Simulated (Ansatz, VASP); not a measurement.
## Zn2CdTe3: VASP beside Ansatz

```
Zn Cd Te
1.0
     5.10831    0.00000    0.00000
    -2.55416    4.42393    0.00000
     0.00000    0.00000    8.51229
Zn Cd Te
2 1 3
Direct
  0.00000 0.00000 0.61725
  0.00000 0.00000 0.38275
  0.00000 0.00000 0.00000
  0.50000 0.00000 0.00000
  0.00000 0.50000 0.00000
  0.50000 0.50000 0.00000
```

Alike in both runs: task single point; functional PBE; k mesh 6 × 6 × 2; occupations gaussian, width 0.1 eV; no spin polarisation.

|  | VASP | Ansatz |
| --- | --- | --- |
| version | VASP 6.6.1 | Ansatz 0.2.0 |
| potentials or method | VASP PAW PBE potentials, release 64 (Zn, Cd, Te), cutoff 520 eV | scalar-relativistic, plane waves, PAW |
| valence electrons in the cell | 54 | 92 |

VASP gave:

- gap on the k mesh at the Fermi level (eV): none
- rms of the force components (eV/Å): 2.098

**Question.** Which values does Ansatz return?

**Answer.** gap on the k mesh at the Fermi level (eV): none; rms of the force components (eV/Å): 2.040.

Atom by atom the forces differ by 0.058 eV/Å (rms over components). A gap of «none» marks a metal or a gap that the smearing closes. VASP's potentials hold 54 valence electrons a cell and Ansatz's 92, so a difference there can come from the potentials and not from the codes.

The k mesh is coarse, so the values compare programs but aren't converged. Neither program's run includes spin-orbit coupling.
